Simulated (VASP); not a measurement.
Input of a VASP 6.6.1 run:

INCAR

```
  PREC = Accurate
  ENCUT = 520
  EDIFF = 1E-6
  ISMEAR = -1
  SIGMA = 0.02
  LREAL = F
  LASPH = T
  NELM = 100
  ALGO = Normal
  ISIF = 2
  LWAVE = F
  LCHARG = F
  GGA = PE
  NBANDS = 16
```

The input KPOINTS:

```
regular mesh
0
Gamma
  8 8 8
```

POSCAR

```
GaSb
1.0
    0.0000000000      3.0658788003      3.2495249404
    3.0658788003      0.0000000000      3.2495249404
    3.0658788003      3.0658788003      0.0000000000
Ga Sb
1 1
Direct
    0.0000000000      0.0000000000      0.0000000000
    0.2500000000      0.2500000000      0.2500000000
```

Potentials or basis: VASP PAW PBE potentials, release 64 (Ga_d, Sb).

Run with:

```sh
$ cat potpaw_PBE.64/Ga_d/POTCAR potpaw_PBE.64/Sb/POTCAR > POTCAR
$ mpirun -np 1 vasp_std > vasp.out
```

Task: What does it give for the band gap on the k mesh?

Result: Zero (filled and empty bands touch).

Task: Estimate the pressure.

Result: -0.7 GPa.

Stress tensor (GPa, compression positive):
```
 0.16  0.00  0.00
 0.00  0.16  0.00
 0.00  0.00 -2.49
```

Caveat: the cell differs from its parent crystal (uniaxial z strain +6.0%); spin-orbit coupling is left out, which moves the levels of the heavy elements.
